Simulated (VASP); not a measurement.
# CuO (Tenorite) (Cc) in VASP: a series of runs

CuO (Tenorite) is run at these levels: LDA, PBEsol; tasks: single point.

All numbers are computed with VASP 6.6.1; they aren't measurements. Logs are shortened: lines on timing, memory, paths and dates and some standing lists are left out, and cuts for length are marked.

## 1. The cell of the first run

It takes space group Cc (No. 9, monoclinic). The conventional cell has a = 4.720 Å, b = 3.449 Å, c = 5.166 Å, α = 90.00°, β = 99.65°, γ = 90.00°. Within 2.5 Å of Cu (site symmetry 1) lie 4 O at 1.92 to 2.03 Å. O (site symmetry 1) has 4 Cu at 1.92 to 2.03 Å within 2.5 Å.

## 2. Single point, LDA (volume scaled by 1.02)

INCAR reads:

```
PREC = Accurate
ENCUT = 520
EDIFF = 1E-6
ISMEAR = -1
SIGMA = 0.05
LREAL = F
LASPH = T
NELM = 80
ALGO = Normal
ISIF = 2
LWAVE = F
LCHARG = T
GGA = CA
LELF = T
LVHAR = T
NBANDS = 25
```

KPOINTS reads:

```
Automatic mesh
0
Gamma
  10 10 5
```

POSCAR reads:

```
CuO
1.0
    2.3601779360     -1.7247473506      0.0000000000
    2.3601779360      1.7247473506      0.0000000000
   -0.8662535568      0.0000000000      5.0929435705
Cu O
2 2
Direct
    0.4968000000      0.0032000000      0.5000000000
    0.0032000000      0.4968000000      0.0000000000
    0.4056000000      0.5714000000      0.7537000000
    0.5714000000      0.4056000000      0.2537000000
```

Potentials or basis: VASP PAW LDA potentials, release 64 (Cu, O).

On the command line:

```console
cat potpaw_LDA.64/Cu/POTCAR potpaw_LDA.64/O/POTCAR > POTCAR
mpirun -np 1 vasp_std > vasp.out
```

OUTCAR:

```text
PREC = Accurate
   ENCUT = 520
   EDIFF = 1E-6
   ISMEAR = -1
   LREAL = F
   LASPH = T
   NELM = 80
   ISIF = 2
   GGA = CA

 ion  position               nearest neighbor table
   1  0.497  0.003  0.500-   4 1.92   3 1.95   4 1.99   3 2.03
   2  0.003  0.497  0.000-   3 1.92   4 1.95   3 1.99   4 2.03
   3  0.406  0.571  0.754-   2 1.92   1 1.95   2 1.99   1 2.03
   4  0.571  0.406  0.254-   1 1.92   2 1.95   1 1.99   2 2.03

  LATTYP: Found a base centered monoclinic cell.
 ALAT       =     4.7203558720
 B/A-ratio  =     0.7307700510
 C/A-ratio  =     1.0944277397
 COS(beta)  =    -0.1676807457

  Lattice vectors:

 A1 = (   2.3601779360,  -1.7247473506,   0.0000000000)
 A2 = (   2.3601779360,   1.7247473506,   0.0000000000)
 A3 = (  -0.8662535568,   0.0000000000,   5.0929435705)

Analysis of symmetry for initial positions (statically):
=====================================================================
 Subroutine PRICEL returns:
 Original cell was already a primitive cell.

 Routine SETGRP: Setting up the symmetry group for a
 base centered monoclinic supercell.

 Subroutine GETGRP returns: Found  2 space group operations
 (whereof  1 operations were pure point group operations)
 out of a pool of  4 trial point group operations.

The static configuration has the point symmetry C_1 .
 The point group associated with its full space group is C_1h.

Analysis of symmetry for dynamics (positions and initial velocities):
=====================================================================
 Subroutine PRICEL returns:
 Original cell was already a primitive cell.

 Routine SETGRP: Setting up the symmetry group for a
 base centered monoclinic supercell.

 Subroutine GETGRP returns: Found  2 space group operations
 (whereof  1 operations were pure point group operations)
 out of a pool of  4 trial point group operations.

The dynamic configuration has the point symmetry C_1 .
 The point group associated with its full space group is C_1h.

 Subroutine INISYM returns: Found  2 space group operations
 (whereof  1 operations are pure point group operations),
 and found     1 'primitive' translations

----------------------------------------------------------------------------------------

                                     Primitive cell

  volume of cell :      41.4638

  direct lattice vectors                    reciprocal lattice vectors
[... 83 lines left out ...]
   ISTART =      0    job   : 0-new  1-cont  2-samecut
   ICHARG =      2    charge: 1-file 2-atom 10-const
   ISPIN  =      1    spin polarized calculation?
   LNONCOLLINEAR =      F non collinear calculations
   LSORBIT =      F    spin-orbit coupling
   LASPH  =      T    aspherical Exc in radial PAW
   ENCUT  =  520.0 eV  38.22 Ry    6.18 a.u.   5.44  5.44  9.61*2*pi/ulx,y,z
   NELM   =     80;   NELMIN=  2; NELMDL= -5     # of ELM steps
   EDIFF  = 0.1E-05   stopping-criterion for ELM
   LREAL  =      F    real-space projection
   EDIFFG = 0.1E-04   stopping-criterion for IOM
   NSW    =      0    number of steps for IOM
   IBRION =     -1    ionic relax: 0-MD 1-quasi-New 2-CG
   NFREE  =      0    steps in history (QN), initial steepest desc. (CG)
   ISIF   =      2    stress and relaxation
   ISYM   =      2    0-nonsym 1-usesym 2-fastsym
   POTIM  = 0.5000    time-step for ionic-motion
   TEBEG  =    0.0;   TEEND  =   0.0 temperature during run
   PSTRESS=    0.0 pullay stress
   NELECT =      34.0000    total number of electrons
   NUPDOWN=      -1.0000    fix difference up-down
   EMIN   =  10.00;   EMAX   =-10.00  energy-range for DOS
   EFERMI =   0.00;   METHOD = LEGACY
   ISMEAR =    -1;   SIGMA  =   0.05  broadening in eV -4-tet -1-fermi 0-gaus
   EFERMI_NEDOS =   21; number of points for ismear=-14 and -15
   IALGO  =     38    algorithm
   IMIX   =      4    mixing-type and parameters
     AMIX     =   0.40;   BMIX     =  1.00
     AMIX_MAG =   1.60;   BMIX_MAG =  1.00
  volume/ion in A,a.u.               =      10.37        69.95
  Fermi-wavevector in a.u.,A,eV,Ry     =   1.532303  2.895634 31.945851  2.347954
  Thomas-Fermi vector in A             =   2.639528
   LORBIT       =      0    0 simple, 1 ext, 2 COOP (PROOUT), +10 PAW based schemes
   GGA     = CA    functional components
   LHFCALC =     F    Hartree Fock is set to
   AEXX    =    0.0000 exact exchange contribution
   IVDW    =     0    specifies the selected vdW correction
   LEPSILON=     F    determine dielectric tensor
   LRPA    =     F    only Hartree local field effects (RPA)
 non-spin polarized calculation
  energy-cutoff  :      520.00
  volume of cell :       41.46
 maximum number of plane-waves:      1147
 NGX is ok and might be reduce to    24
   NGX = 11   NGY = 11   NGZ = 19

 number of electron      33.9999996 magnetization

 Free energy of the ion-electron system (eV)
  ---------------------------------------------------
  ext. energy  EPLUGINS =         0.00000000
  ---------------------------------------------------
  free energy    TOTEN  =       -23.05385185 eV

  energy without entropy =      -23.03434146  energy(sigma->0) =      -23.04409665

 E-fermi :   5.0623     XC(G=0): -12.3077

 val. band max:        5.0612555579   @ k =  -0.4000   0.2000   0.4000
 cond. band min:       5.0704852974   @ k =   0.4000   0.2000   0.4000
 fundamental gap:      0.0092297395
 Fermi energy:         5.0622939296

 k-point     1 :       0.0000    0.0000    0.0000
  band No.  band energies     occupation
      1     -14.3356      2.00000
      2     -13.0085      2.00000
      3      -2.8956      2.00000
      4      -0.3476      2.00000
      5       0.0164      2.00000
      6       1.7769      2.00000
[... 661 lines left out ...]
     24      18.1375      0.00000
     25      19.2540      0.00000

 [... further k-points ...]
[... 5 lines left out ...]
  --------------------------------------------------------------------------------------
  -------------------------------------------------------------------------------------
  Total       -3.3129932     -2.0403770     -3.8657213      0.0000000      0.0000000      0.0365256
  in kB     -128.0153444    -78.8409616   -149.3729741      0.0000000      0.0000000      1.4113646
  external PRESSURE =    -118.7430934 kB  Pullay stress =       0.0000000 kB

 VOLUME and BASIS-vectors are now :
 -----------------------------------------------------------------------------
  energy-cutoff  :      520.00
  volume of cell :       41.46
      direct lattice vectors                 reciprocal lattice vectors
     2.360177936 -1.724747351  0.000000000     0.211848434 -0.289897532  0.036033083
     2.360177936  1.724747351  0.000000000     0.211848434  0.289897532  0.036033083
    -0.866253557  0.000000000  5.092943571     0.000000000  0.000000000  0.196350104

 POSITION                                       TOTAL-FORCE (eV/Angst)
 -----------------------------------------------------------------------------------
      0.74696     -0.85134      2.54647        -0.541577     -0.273109      0.200731
      1.18009      0.85134      0.00000        -0.541577      0.273109      0.200731
      1.65300      0.28596      3.83855         0.541577     -0.525510     -0.200731
      2.08613     -0.28596      1.29208         0.541577      0.525510     -0.200731
 -----------------------------------------------------------------------------------
    total drift:                               -0.000387      0.000000     -0.000799

  FREE ENERGIE OF THE ION-ELECTRON SYSTEM (eV)
  ---------------------------------------------------
  free  energy   TOTEN  =       -23.0538518496 eV

  energy  without entropy=      -23.0343414554  energy(sigma->0) =      -23.04409665
```

stdout:

```text
POSCAR found type information on POSCAR CuO
 POSCAR found :  2 types and       4 ions
 scaLAPACK will be used
 LDA part: xc-table for (Slater(with rela. corr.)+CA(PZ))
 , standard interpolation
 POSCAR, INCAR and KPOINTS ok, starting setup
 FFT: planning ... GRIDC
 FFT: planning ... GRID_SOFT
 FFT: planning ... GRID
 WAVECAR not read
 entering main loop
```

It took 73 s on 1 thread of AMD EPYC 9R45 (Zen 5), shared host; peak memory 0.2 GiB.

What came out:

| Item | Value |
| --- | --- |
| Free energy | -23.0539 eV |
| Pressure | -11.9 GPa |
| Largest force | 0.781 eV/Å |
| Band gap on the k mesh | zero (band 17 reaches 5.35 eV, above the bottom of band 18 at 4.74 eV) |

Forces in eV/Å, atoms in the order of the input:
```
Cu  -0.542 -0.273  0.201
Cu  -0.542  0.273  0.201
O    0.542 -0.526 -0.201
O    0.542  0.526 -0.201
```

Caveat: semilocal functionals often make such compounds metallic where correlation or magnetic order opens a gap, which also shifts bond lengths.

(Continued in part 2 of 2.)
